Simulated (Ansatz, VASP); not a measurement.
# Two plane-wave programs on MoS2

INCAR

```
SYSTEM = MoS2
ALGO = Normal ; EDIFF = 1E-7
ENCUT = 520 ; GGA = PE
ISIF = 2 ; ISMEAR = -1
IVDW = 12 ; LASPH = .TRUE.
LCHARG = .FALSE. ; LREAL = .FALSE.
LWAVE = .FALSE. ; NBANDS = 35
NELM = 100 ; PREC = Accurate
SIGMA = 0.05
```

Contents of KPOINTS:

```
k-points
0
G
  10 10 3
  0 0 0
```

File POSCAR:

```
MoS2
1.0
    3.1043083785      0.0000000000      0.0000000000
   -1.5521541893      2.6884099170      0.0000000000
    0.0000000000      0.0000000000     12.0724192038
Mo S
2 4
Direct
    0.6666666667      0.3333333333      0.7500000000
    0.3333333333      0.6666666667      0.2500000000
    0.6666666667      0.3333333333      0.3770000000
    0.3333333333      0.6666666667      0.8770000000
    0.6666666667      0.3333333333      0.1230000000
    0.3333333333      0.6666666667      0.6230000000
```

The input input.yaml:

```yaml
crystal:
  lattice:
    - [3.1043083785, 0.0, 0.0]
    - [-1.5521541893, 2.688409917, 0.0]
    - [0.0, 0.0, 12.0724192038]
  atoms:
    - { symbol: Mo, position: [0.6666666667, 0.3333333333, 0.75] }
    - { symbol: Mo, position: [0.3333333333, 0.6666666667, 0.25] }
    - { symbol: S, position: [0.6666666667, 0.3333333333, 0.377] }
    - { symbol: S, position: [0.3333333333, 0.6666666667, 0.877] }
    - { symbol: S, position: [0.6666666667, 0.3333333333, 0.123] }
    - { symbol: S, position: [0.3333333333, 0.6666666667, 0.623] }
hamiltonian:
  xc: pbe
  pseudopotentials: { kind: paw }
  dispersion: d3bj
kpoints:
  mp_grid: { grid: [10, 10, 3] }
scf:
  occupations: { method: fermi_dirac, width: 0.05 }
output:
  forces: true
  stress: true
  eigenvalues: true
```

Alike in both runs: task single point; functional PBE; dispersion D3(BJ); k mesh 10 × 10 × 3; occupations fermi-dirac, width 0.05 eV; no spin polarisation.

|  | VASP | Ansatz |
| --- | --- | --- |
| version | VASP 6.6.1 | Ansatz 0.2.0 |
| potentials or method | VASP PAW PBE potentials, release 64 (Mo_sv, S) | Ansatz PAW |
| plane-wave cutoff (eV) | 520 | 420 |
| valence electrons in the cell | 52 | 52 |

Ansatz gave:

* gap on the k mesh at the Fermi level (eV): 0.86
* least direct gap on the mesh (eV): 2.03
* pressure (GPa): 8.3
* traceless stress, the component that is largest in VASP (GPa): 1.05
* rms of the force components (eV/Å): 0.477

What did VASP give for the same quantities?

gap on the k mesh at the Fermi level (eV): 0.88; least direct gap on the mesh (eV): 2.03; pressure (GPa): 8.1; traceless stress, the component that is largest in VASP (GPa): 1.00; rms of the force components (eV/Å): 0.468.

Atom by atom the forces differ by 0.009 eV/Å (rms over components).

Noted on Ansatz's run: odd divisions of the mesh miss points on the zone boundary, where band edges often lie, so the gap on the mesh can be too wide.
